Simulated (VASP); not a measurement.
## CuI: single point with PBE

The system is CuI.

```
Cu I
1.0
     0.00000    3.07227    3.07227
     3.07227    0.00000    3.07227
     3.07227    3.07227    0.00000
Cu I
1 1
Direct
  0.00000 0.00000 0.00000
  0.25000 0.25000 0.25000
```

This cell differs from its parent crystal: strain +2.0%.

```
Program             : VASP 6.6.1
Task                : single point
Functional          : PBE
Potentials or basis : VASP PAW PBE potentials, release 64 (Cu, I)
Cutoff              : 520 eV
k mesh              : 8 × 8 × 8
Occupations         : fermi-dirac, width 0.02 eV
Spin                : no spin polarisation
```

The pressure is -1.1 GPa and the band gap on the k mesh is 1.04 eV.

Levels at points of the mesh, in eV from the valence-band top:
| k point | band 6 | band 7 | band 8 | band 9 | band 10 | band 11 | band 12 | band 13 |
| --- | --- | --- | --- | --- | --- | --- | --- | --- |
| (0.00, 0.00, 0.00) | -1.69 | 0.00 | 0.00 | 0.00 | 1.04 | 4.91 | 4.91 | 4.91 |
| (0.50, 0.00, 0.00) | -1.67 | -1.63 | -0.65 | -0.65 | 2.12 | 5.43 | 5.43 | 7.32 |
| (0.50, 0.50, 0.00) | -1.64 | -1.61 | -1.36 | -1.36 | 2.80 | 2.92 | 8.92 | 9.55 |

It took 38 s on 1 thread of Intel Xeon 8259CL (shared host), peak memory 0.19 GiB.

Caveat: the cell differs from its parent crystal (strain +2.0%); spin-orbit coupling is left out, which moves the levels of the heavy elements.
